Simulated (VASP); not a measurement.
Wanted: the native input for a VASP 6.6.1 run.

```yaml
Task: single point
Functional: HF
Potentials_or_basis: VASP PAW PBE potentials, release 64 (Mg, O)
Cutoff: 520 eV
k_mesh: 6 × 6 × 6
Occupations: fermi-dirac, width 0.05 eV
Spin: no spin polarisation
Dipole_correction: no
Grid_for_exact_exchange_PRECFOCK: Normal
Further_INCAR_settings: ALGO = Normal; EDIFF = 1e-07; NBANDS = 11
Share_of_exact_exchange: 1
```

The system is MgO.

```xyz
2
Lattice="0.0000 2.0919 2.0919 2.0919 0.0000 2.0919 2.0919 2.0919 0.0000" Properties=species:S:1:pos:R:3 pbc="T T T"
Mg    0.0000    0.0000    0.0000
O     2.0919    2.0919    2.0919
```

One way to write it, as run:

POSCAR

```
MgO
1.0
    0.0000000000      2.0918811604      2.0918811604
    2.0918811604      0.0000000000      2.0918811604
    2.0918811604      2.0918811604      0.0000000000
Mg O
1 1
Direct
    0.0000000000      0.0000000000      0.0000000000
    0.5000000000      0.5000000000      0.5000000000
```

INCAR.step1

```
  PREC = Accurate
  ENCUT = 520
  EDIFF = 1E-5
  ISMEAR = -1
  SIGMA = 0.05
  LREAL = False
  LASPH = True
  NELM = 80
  ALGO = Normal
  ISIF = 2
  LWAVE = True
  LCHARG = False
  NBANDS = 11
  GGA = PE
```

INCAR.step2

```
  PREC = Accurate
  ENCUT = 520
  EDIFF = 1E-7
  ISMEAR = -1
  SIGMA = 0.05
  LREAL = False
  LASPH = True
  NELM = 80
  ALGO = Normal
  ISIF = 2
  LWAVE = False
  LCHARG = False
  GGA = PE
  LHFCALC = True
  AEXX = 1.0
  ALDAC = 0.0
  AGGAC = 0.0
  PRECFOCK = Normal
  NBANDS = 11
  ISTART = 1
```

KPOINTS

```
Automatic mesh
0
Gamma
  6 6 6
```

Potentials or basis: VASP PAW PBE potentials, release 64 (Mg, O).

Launch:

```bash
$ cat potpaw_PBE.64/Mg/POTCAR potpaw_PBE.64/O/POTCAR > POTCAR
$ cp INCAR.step1 INCAR
$ mpirun -np 1 vasp_std > vasp.out
$ cp INCAR.step2 INCAR
$ mpirun -np 1 vasp_std > vasp.out
```

It gave:

The pressure is 1.0 GPa and the band gap on the k mesh is 15.78 eV.

Caveat: the k points lie up to 0.43 Å⁻¹ apart; the PAW data sets were made with another functional, which shifts forces and pressure a little.

Run time: 15 min on 1 thread of Intel(R) Xeon(R) Platinum 8375C CPU @ 2.90GHz (Ice Lake) (shared host), peak memory 0.15 GiB.
